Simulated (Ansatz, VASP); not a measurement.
**Ir3C: VASP beside Ansatz**

```
Ir C
1.0
     2.69465    0.00000    0.00000
    -1.34733    2.33364    0.00000
     0.00000    0.00000   21.27695
Ir C
3 1
Direct
  0.66667 0.33333 0.18800
  0.33333 0.66667 0.28850
  0.00000 0.00000 0.38901
  0.66667 0.33333 0.57372
```

Alike in both runs: task single point; functional LDA; k mesh 12 × 12 × 1; occupations gaussian, width 0.1 eV; collinear spin.

```csv
,VASP,Ansatz
version,VASP 6.6.1,Ansatz 0.2.0
potentials or method,"VASP PAW LDA potentials, release 64 (Ir, C), cutoff 520 eV","scalar-relativistic, plane waves, PAW"
valence electrons in the cell,31,55
```

|  | VASP | Ansatz | Ansatz less VASP |
| --- | --- | --- | --- |
| gap on the k mesh at the Fermi level (eV) | none | none | - |
| rms of the force components (eV/Å) | 0.116 | 0.081 | -0.0351 |
| net moment per atom (μB) | 0.02 | 0.03 | +0.005 |
| size of the moment on the site where the two differ most (μB) | 0.04 | 0.09 | +0.046 |
| work function, face that differs most (eV) | 6.38 | 6.37 | -0.009 |

Ansatz warns that its potentials were made for another functional, while VASP's fit it. LDA's correlation is that of Perdew and Zunger in VASP and of Perdew and Wang (1992) in Ansatz. Site moments also hang on the region over which each program counts them. Atom by atom the forces differ by 0.052 eV/Å (rms over components). A gap of «none» marks a metal or a gap that the smearing closes. VASP's potentials hold 31 valence electrons a cell and Ansatz's 55, so a difference there can come from the potentials and not from the codes. Ansatz's warnings: seeded moment not kept.

Neither program's run includes spin-orbit coupling.
